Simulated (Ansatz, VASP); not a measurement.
One calculation of NaLa3, two programs

Contents of INCAR:

```
SYSTEM = NaLa3
  PREC = Accurate
  ENCUT = 520
  EDIFF = 1E-6
  ISMEAR = -1
  SIGMA = 0.05
  LREAL = .FALSE.
  LASPH = .TRUE.
  NELM = 80
  ALGO = Normal
  ISIF = 2
  LWAVE = .FALSE.
  LCHARG = .FALSE.
  GGA = PE
  NBANDS = 28
```

File KPOINTS:

```
Automatic mesh
0
G
  5 5 5
  0 0 0
```

The input POSCAR:

```
NaLa3
1.0
    5.2910978622      0.0000000000      0.0000000000
    0.0000000000      5.2910978622      0.0000000000
    0.0000000000      0.0000000000      5.2910978622
La Na
3 1
Direct
    0.5000000000      0.5000000000      0.0000000000
    0.0000000000      0.5000000000      0.5000000000
    0.5000000000      0.0000000000      0.5000000000
    0.0000000000      0.0000000000      0.0000000000
```

The input input.yaml:

```yaml
crystal:
  lattice:
    - [5.2910978622, 0.0, 0.0]
    - [0.0, 5.2910978622, 0.0]
    - [0.0, 0.0, 5.2910978622]
  atoms:
    - { symbol: La, position: [0.5, 0.5, 0.0] }
    - { symbol: La, position: [0.0, 0.5, 0.5] }
    - { symbol: La, position: [0.5, 0.0, 0.5] }
    - { symbol: Na, position: [0.0, 0.0, 0.0] }
hamiltonian:
  xc: pbe
  pseudopotentials: { kind: paw }
kpoints:
  mp_grid: { grid: [5, 5, 5] }
scf:
  occupations: { method: fermi_dirac, width: 0.05 }
output:
  forces: true
  stress: true
  eigenvalues: true
```

Alike in both runs: task single point; functional PBE; k mesh 5 × 5 × 5; occupations fermi-dirac, width 0.05 eV; no spin polarisation.

|  | VASP | Ansatz |
| --- | --- | --- |
| version | VASP 6.6.1 | Ansatz 0.2.0 |
| potentials or method | VASP PAW PBE potentials, release 64 (La, Na_pv) | Ansatz PAW |
| plane-wave cutoff (eV) | 520 | 420 |
| valence electrons in the cell | 40 | 42 |

|  | VASP | Ansatz | Ansatz less VASP |
| --- | --- | --- | --- |
| gap on the k mesh at the Fermi level (eV) | none | none | - |
| pressure (GPa) | -0.2 | -0.2 | -0.03 |

A gap of «none» marks a metal or a gap that the smearing closes. VASP's potentials hold 40 valence electrons a cell and Ansatz's 42, so a difference there can come from the potentials and not from the codes.

Spin-orbit coupling is off throughout.
